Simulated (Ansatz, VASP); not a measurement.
# Te: VASP beside Ansatz

```
CELL_PARAMETERS angstrom
-3.40971 3.40971 3.84817
3.40971 -3.40971 3.84817
3.40971 3.40971 -3.84817
ATOMIC_POSITIONS crystal
Te 0.87500 0.62500 0.25000
Te 0.37500 0.62500 0.75000
Te 0.37500 0.62500 0.25000
Te 0.37500 0.12500 0.75000
```

Alike in both runs: functional PBE; k mesh 4 × 4 × 4; occupations gaussian, width 0.1 eV; no spin polarisation.

Ansatz relaxed the structure, and its values are those at the end. VASP's run is a single point on that final structure, the one shown.

|  | VASP | Ansatz |
| --- | --- | --- |
| version | VASP 6.6.1 | Ansatz 0.2.0 |
| potentials or method | VASP PAW PBE potentials, release 64 (Te), cutoff 520 eV | scalar-relativistic, plane waves, PAW |
| valence electrons in the cell | 24 | 64 |

|  | VASP | Ansatz | Ansatz less VASP |
| --- | --- | --- | --- |
| gap on the k mesh at the Fermi level (eV) | none | none | - |
| pressure (GPa) | 0.1 | 0.1 | +0.04 |

A gap of «none» marks a metal or a gap that the smearing closes. VASP's potentials hold 24 valence electrons a cell and Ansatz's 64, so a difference there can come from the potentials and not from the codes.

Spin-orbit coupling is off throughout.
